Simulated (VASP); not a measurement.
A run of VASP 6.6.1 is set up as follows.

File INCAR:

```
SYSTEM = CsH
PREC = Accurate
ENCUT = 520
EDIFF = 1E-7
ISMEAR = 0
SIGMA = 0.05
LREAL = .False.
LASPH = .True.
NELM = 60
ALGO = Normal
ISIF = 2
LWAVE = .False.
LCHARG = .False.
NBANDS = 12
```

The input KPOINTS:

```
Automatic mesh
0
Gamma
  8 8 8
  0 0 0
```

File POSCAR:

```
CsH
1.0
    3.8184085400      0.0000000000      0.0000000000
    0.0000000000      3.8184085400      0.0000000000
    0.0000000000      0.0000000000      3.9329607962
Cs H
1 1
Direct
    0.0000000000      0.0000000000      0.0000000000
    0.5000000000      0.5000000000      0.5000000000
```

Potentials or basis: VASP PAW LDA potentials, release 64 (Cs_sv, H).

Launch:

```bash
$ cat potpaw_LDA.64/Cs_sv/POTCAR potpaw_LDA.64/H/POTCAR > POTCAR
$ mpirun -np 1 vasp_std > vasp.out
```

Question: Predict the pressure.

Answer: -2.1 GPa.

Question: Estimate the band gap on the k mesh.

Answer: 2.13 eV, indirect (least direct gap 2.32 eV).

Stress tensor (GPa, compression positive):
```
-1.79  0.00  0.00
 0.00 -1.79  0.00
 0.00  0.00 -2.83
```

Caveat: the cell differs from its parent crystal (strain +0.0300 x Voigt [0, 0, 1, 0, 0, 0]); spin-orbit coupling is left out, which moves the levels of the heavy elements. A k mesh can miss the band edges.
